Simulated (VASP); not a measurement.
# HRh16 (a cell with a defect) in VASP: single point with PBE

Aim: the single point of HRh16 (a cell with a defect) with PBE.

All numbers are computed with VASP 6.6.1; they aren't measurements. Logs are shortened: lines on timing, memory, paths and dates and some standing lists are left out, and cuts for length are marked.

**1. The cell of the first run**

The cell holds a defect, 17 atoms: a = 6.633 Å, b = 6.633 Å, c = 6.633 Å, α = 109.47°, β = 109.47°, γ = 109.47°.

**2. Single point, PBE**

Input file INCAR:

```
SYSTEM = HRh16
ALGO = Normal ; EDIFF = 1E-6
ENCUT = 520 ; GGA = PE
ISIF = 2 ; ISMEAR = 1
LASPH = .True. ; LCHARG = .True.
LELF = .True. ; LREAL = Auto
LVHAR = .True. ; LWAVE = .False.
NBANDS = 134 ; NELM = 80
PREC = Accurate ; SIGMA = 0.1
```

Input file KPOINTS:

```
k-points
0
Gamma
  3 3 3
  0 0 0
```

Input file POSCAR:

```
HRh16
1.0
   -3.8296348800      3.8296348800      3.8296348800
    3.8296348800     -3.8296348800      3.8296348800
    3.8296348800      3.8296348800     -3.8296348800
Rh H
16 1
Direct
    0.0003277075      0.0043300473      0.0042459661
    0.0025542905      0.2560338076      0.7555487901
    0.0013922998      0.5042015911      0.5041222102
    0.0025609491      0.7556420104      0.2559767525
    0.2507615034      0.0038585924      0.7523521407
    0.2487278892      0.2531015437      0.5041414026
    0.2487248863      0.5042243087      0.2530172015
    0.2507750817      0.7524479723      0.0037870451
    0.5001749671      0.0041473928      0.5041353968
    0.4960756207      0.2417983774      0.2416919704
    0.5001739226      0.5042185640      0.0040681424
    0.4998475207      0.7553552990      0.7552716096
    0.7511384480      0.0045600953      0.2526952387
    0.7511350534      0.2527674388      0.0044808449
    0.7584710008      0.5042931142      0.7666567681
    0.7584226933      0.7667119953      0.5041846182
    0.5845941115      0.5040769056      0.5040910062
```

Potentials or basis: VASP PAW PBE potentials, release 64 (Rh_pv, H).

The run is started by

```bash
> cat potpaw_PBE.64/Rh_pv/POTCAR potpaw_PBE.64/H/POTCAR > POTCAR
> mpirun -np 1 vasp_std > vasp.out
```

OUTCAR:

```text
SYSTEM = HRh16
   EDIFF = 1E-6
   ENCUT = 520
   GGA = PE
   ISIF = 2
   ISMEAR = 1
   LASPH = .True.
   LREAL = Auto
   NELM = 80
   PREC = Accurate

 ion  position               nearest neighbor table
   1  0.000  0.004  0.004-  10 2.69  14 2.70  13 2.70   7 2.71   6 2.71  15 2.71  16 2.71   2 2.71
                             4 2.71  12 2.71   5 2.72   8 2.72
   2  0.003  0.256  0.756-  16 2.65  15 2.67   8 2.69   7 2.69   6 2.69  11 2.70   3 2.71  14 2.71
                             5 2.71   1 2.71   9 2.72  13 2.72
   3  0.001  0.504  0.504-   6 2.70   7 2.70  12 2.70   4 2.71   2 2.71  14 2.71  13 2.71   5 2.71
                             8 2.71  10 2.74  15 2.74  16 2.74
   4  0.003  0.756  0.256-  15 2.65  16 2.67   5 2.69   6 2.69   7 2.69   9 2.70   3 2.71  13 2.71
                             8 2.71   1 2.71  11 2.72  14 2.72
   5  0.251  0.004  0.752-  10 2.65  16 2.67   4 2.69   6 2.69  12 2.69   9 2.70   3 2.71  11 2.71
                            14 2.71   2 2.71   1 2.72   8 2.72
   6  0.249  0.253  0.504-   5 2.69   4 2.69   2 2.69  13 2.69   3 2.70   1 2.71  11 2.71   9 2.71
                             7 2.72  12 2.72  15 2.76  10 2.76
   7  0.249  0.504  0.253-   8 2.69   2 2.69   4 2.69  14 2.69   3 2.70   1 2.71   9 2.71  11 2.71
                             6 2.72  12 2.72  16 2.76  10 2.76
   8  0.251  0.752  0.004-  10 2.65  15 2.67   2 2.69   7 2.69  12 2.69  11 2.70   3 2.71   9 2.71
                            13 2.71   4 2.71   1 2.72   5 2.72
   9  0.500  0.004  0.504-  16 2.69   4 2.70   5 2.70   7 2.71  12 2.71  10 2.71  14 2.71   8 2.71
                            15 2.71   6 2.71   2 2.72  13 2.72
  10  0.496  0.242  0.242-  17 1.74   5 2.65   8 2.65  14 2.67  13 2.67   1 2.69  11 2.71   9 2.71
                             3 2.74   7 2.76   6 2.76  16 2.84  15 2.84
  11  0.500  0.504  0.004-  15 2.69   2 2.70   8 2.70   6 2.71  12 2.71  10 2.71  16 2.71  13 2.71
                             5 2.71   7 2.71   4 2.72  14 2.72
  12  0.500  0.755  0.755-  14 2.69  13 2.69   8 2.69   5 2.69   3 2.70   9 2.71  11 2.71   1 2.71
                             6 2.72   7 2.72  16 2.76  15 2.76
  13  0.751  0.005  0.253-  16 2.65  10 2.67  14 2.69  12 2.69   6 2.69   1 2.70   3 2.71  11 2.71
                             4 2.71   8 2.71   9 2.72   2 2.72
  14  0.751  0.253  0.004-  15 2.65  10 2.67  13 2.69  12 2.69   7 2.69   1 2.70   3 2.71   9 2.71
                             2 2.71   5 2.71  11 2.72   4 2.72
  15  0.758  0.504  0.767-  17 1.74   4 2.65  14 2.65   8 2.67   2 2.67  11 2.69   1 2.71   9 2.71
                             3 2.74  12 2.76   6 2.76  16 2.84  10 2.84
  16  0.758  0.767  0.504-  17 1.74   2 2.65  13 2.65   5 2.67   4 2.67   9 2.69   1 2.71  11 2.71
                             3 2.74  12 2.76   7 2.76  15 2.84  10 2.84
  17  0.585  0.504  0.504-  10 1.74  15 1.74  16 1.74

  LATTYP: Found a body centered cubic cell.
 ALAT       =     7.6592697600

  Lattice vectors:

 A1 = (  -3.8296348800,   3.8296348800,   3.8296348800)
 A2 = (   3.8296348800,  -3.8296348800,   3.8296348800)
 A3 = (   3.8296348800,   3.8296348800,  -3.8296348800)

Analysis of symmetry for initial positions (statically):
=====================================================================
 Subroutine PRICEL returns:
 Original cell was already a primitive cell.

 Routine SETGRP: Setting up the symmetry group for a
 body centered cubic supercell.

 Subroutine GETGRP returns: Found  1 space group operations
 (whereof  1 operations were pure point group operations)
 out of a pool of 48 trial point group operations.

The static configuration has the point symmetry C_1 .

Analysis of symmetry for dynamics (positions and initial velocities):
=====================================================================
 Subroutine PRICEL returns:
 Original cell was already a primitive cell.

 Routine SETGRP: Setting up the symmetry group for a
 body centered cubic supercell.

 Subroutine GETGRP returns: Found  1 space group operations
 (whereof  1 operations were pure point group operations)
 out of a pool of 48 trial point group operations.

The dynamic configuration has the point symmetry C_1 .

 Subroutine INISYM returns: Found  1 space group operations
 (whereof  1 operations are pure point group operations),
 and found     1 'primitive' translations

----------------------------------------------------------------------------------------

                                     Primitive cell

  volume of cell :     224.6633

  direct lattice vectors                    reciprocal lattice vectors
    -3.829634880  3.829634880  3.829634880     0.000000000  0.130560749  0.130560749
     3.829634880 -3.829634880  3.829634880     0.130560749  0.000000000  0.130560749
[... 62 lines left out ...]
  Shift w.r.t. Gamma in fractional coordinates (k-lattice)
     0.000000000  0.000000000  0.000000000

 Subroutine IBZKPT returns following result:
 ===========================================

 Found     14 irreducible k-points:

 Following reciprocal coordinates:
            Coordinates               Weight
  0.000000  0.000000  0.000000      1.000000
  0.333333  0.000000  0.000000      2.000000
  0.000000  0.333333  0.000000      2.000000
  0.000000  0.000000  0.333333      2.000000
  0.333333  0.000000 -0.333333      2.000000
  0.333333 -0.333333  0.000000      2.000000
  0.000000  0.333333 -0.333333      2.000000
  0.333333  0.333333  0.000000      2.000000
  0.000000  0.333333  0.333333      2.000000
  0.333333  0.000000  0.333333      2.000000
 -0.333333 -0.333333 -0.333333      2.000000
 -0.333333  0.333333  0.333333      2.000000
  0.333333 -0.333333  0.333333      2.000000
  0.333333  0.333333 -0.333333      2.000000
   k-points           NKPTS =     14   k-points in BZ     NKDIM =     14   number of bands    NBANDS=    134
   number of dos      NEDOS =    301   number of ions     NIONS =     17
   total plane-waves  NPLWV = 125000
   dimension x,y,z NGX =    50 NGY =   50 NGZ =   50
   dimension x,y,z NGXF=   100 NGYF=  100 NGZF=  100
   ions per type =              16   1
   NGX,Y,Z   is equivalent  to a cutoff of  12.53, 12.53, 12.53 a.u.
   NGXF,Y,Z  is equivalent  to a cutoff of  25.06, 25.06, 25.06 a.u.
 SYSTEM =  HRh16
   PREC   = accura    normal or accurate (medium, high low for compatibility)
   ISTART =      0    job   : 0-new  1-cont  2-samecut
   ICHARG =      2    charge: 1-file 2-atom 10-const
   ISPIN  =      1    spin polarized calculation?
   LNONCOLLINEAR =      F non collinear calculations
   LSORBIT =      F    spin-orbit coupling
   LASPH  =      T    aspherical Exc in radial PAW
   ENCUT  =  520.0 eV  38.22 Ry    6.18 a.u.  12.33 12.33 12.33*2*pi/ulx,y,z
   NELM   =     80;   NELMIN=  2; NELMDL= -5     # of ELM steps
   EDIFF  = 0.1E-05   stopping-criterion for ELM
   LREAL  =      T    real-space projection
   EDIFFG = 0.1E-04   stopping-criterion for IOM
   NSW    =      0    number of steps for IOM
   IBRION =     -1    ionic relax: 0-MD 1-quasi-New 2-CG
   NFREE  =      0    steps in history (QN), initial steepest desc. (CG)
   ISIF   =      2    stress and relaxation
   ISYM   =      2    0-nonsym 1-usesym 2-fastsym
   POTIM  = 0.5000    time-step for ionic-motion
   TEBEG  =    0.0;   TEEND  =   0.0 temperature during run
   PSTRESS=    0.0 pullay stress
   NELECT =     241.0000    total number of electrons
   NUPDOWN=      -1.0000    fix difference up-down
   EMIN   =  10.00;   EMAX   =-10.00  energy-range for DOS
   EFERMI =   0.00;   METHOD = LEGACY
   ISMEAR =     1;   SIGMA  =   0.10  broadening in eV -4-tet -1-fermi 0-gaus
   EFERMI_NEDOS =   21; number of points for ismear=-14 and -15
   IALGO  =     38    algorithm
   IMIX   =      4    mixing-type and parameters
     AMIX     =   0.40;   BMIX     =  1.00
     AMIX_MAG =   1.60;   BMIX_MAG =  1.00
  volume/ion in A,a.u.               =      13.22        89.18
  Fermi-wavevector in a.u.,A,eV,Ry     =   1.675855  3.166907 38.211833  2.808490
  Thomas-Fermi vector in A             =   2.760401
   LORBIT       =      0    0 simple, 1 ext, 2 COOP (PROOUT), +10 PAW based schemes
   GGA     = PE    functional components
   LHFCALC =     F    Hartree Fock is set to
   AEXX    =    0.0000 exact exchange contribution
   IVDW    =     0    specifies the selected vdW correction
   LEPSILON=     F    determine dielectric tensor
   LRPA    =     F    only Hartree local field effects (RPA)
 non-spin polarized calculation
 Methfessel and Paxton  Order N= 1 SIGMA  =   0.10
  energy-cutoff  :      520.00
  volume of cell :      224.66
 maximum number of plane-waves:      6056
 NGX is ok and might be reduce to    50
   NGX = 25   NGY = 25   NGZ = 25

 number of electron     240.9999995 magnetization

 Free energy of the ion-electron system (eV)
  ---------------------------------------------------
  ext. energy  EPLUGINS =         0.00000000
  ---------------------------------------------------
  free energy    TOTEN  =      -119.31314977 eV

  energy without entropy =     -119.29961150  energy(sigma->0) =     -119.30863701

 E-fermi :  11.6486     XC(G=0): -13.9386

 val. band max:       11.6476744345   @ k =  -0.3333   0.3333   0.3333
 cond. band min:      11.6510636105   @ k =   0.3333   0.0000  -0.3333
 fundamental gap:      0.0033891760
 Fermi energy:        11.6485817089

 k-point     1 :       0.0000    0.0000    0.0000
  band No.  band energies     occupation
      1     -35.4102      2.00000
      2     -35.3953      2.00000
      3     -35.3953      2.00000
      4     -35.2954      2.00000
      5     -35.2950      2.00000
      6     -35.2539      2.00000
[... 1879 lines left out ...]
    131      12.1267     -0.00000
    132      12.1559     -0.00000
 [bands above 132 left out]

------------------------ aborting loop because EDIFF is reached ----------------------------------------

  FORCE on cell =-STRESS in cart. coord.  units (eV):
  Direction    XX          YY          ZZ          XY          YZ          ZX
  --------------------------------------------------------------------------------------
  -------------------------------------------------------------------------------------
  Total        4.6098181      4.6186174      4.6146292      0.6410160     -0.6406996      0.6368987
  in kB       32.8747358     32.9374875     32.9090456      4.5713805     -4.5691238      4.5420182
  external PRESSURE =      32.9070896 kB  Pullay stress =       0.0000000 kB

 VOLUME and BASIS-vectors are now :
 -----------------------------------------------------------------------------
  energy-cutoff  :      520.00
  volume of cell :      224.66
      direct lattice vectors                 reciprocal lattice vectors
    -3.829634880  3.829634880  3.829634880     0.000000000  0.130560749  0.130560749
     3.829634880 -3.829634880  3.829634880     0.130560749  0.000000000  0.130560749
     3.829634880  3.829634880 -3.829634880     0.130560749  0.130560749  0.000000000

 POSITION                                       TOTAL-FORCE (eV/Angst)
 -----------------------------------------------------------------------------------
      0.03159      0.00093      0.00158        -0.018622      0.020547      0.020200
      3.86421      1.92274     -1.90318        -0.021783      0.015364      0.011770
      3.85618      0.00503      0.00564        -0.017684      0.019453      0.018881
      3.86432     -1.90373      1.92334        -0.022649      0.010835      0.015434
      1.93569      3.82678     -1.90613        -0.011456      0.024624      0.013741
      1.94743      1.91393     -0.00885        -0.017168      0.017980      0.001497
[... 9 lines left out ...]
      1.96259      1.89910      3.90987        -0.050889      0.047435      0.012617
      1.62213      2.23884      2.23873         0.324219     -0.321783     -0.318731
 -----------------------------------------------------------------------------------
    total drift:                               -0.012928     -0.000721     -0.001814

  FREE ENERGIE OF THE ION-ELECTRON SYSTEM (eV)
  ---------------------------------------------------
  free  energy   TOTEN  =      -119.3131497682 eV

  energy  without entropy=     -119.2996115008  energy(sigma->0) =     -119.30863701
```

Wall time 36 min (1 thread of AMD EPYC 7R13, shared host); peak memory 0.5 GiB.

What came out:

```
Free energy            : -119.3131 eV
Pressure               : 3.3 GPa
Largest force          : 0.557 eV/Å
Band gap on the k mesh : zero (an odd number of electrons rules out a gap without spin polarisation)
```

Forces in eV/Å, atoms in the order of the input:
```
Rh  -0.019  0.021  0.020
Rh  -0.022  0.015  0.012
Rh  -0.018  0.019  0.019
Rh  -0.023  0.011  0.015
Rh  -0.011  0.025  0.014
Rh  -0.017  0.018  0.001
Rh  -0.017  0.001  0.018
Rh  -0.012  0.014  0.025
Rh  -0.024  0.022  0.017
Rh  -0.014  0.046  0.044
Rh  -0.025  0.016  0.022
Rh   0.003  0.017  0.017
Rh  -0.012  0.025  0.012
Rh  -0.012  0.011  0.026
Rh  -0.051  0.014  0.045
Rh  -0.051  0.047  0.013
H    0.324 -0.322 -0.319
```

Stress tensor (GPa, compression positive):
```
 3.29  0.46  0.45
 0.46  3.29 -0.46
 0.45 -0.46  3.29
```

Caveat: the k points lie up to 0.39 Å⁻¹ apart, too coarse for converged energies and pressures of a metal.
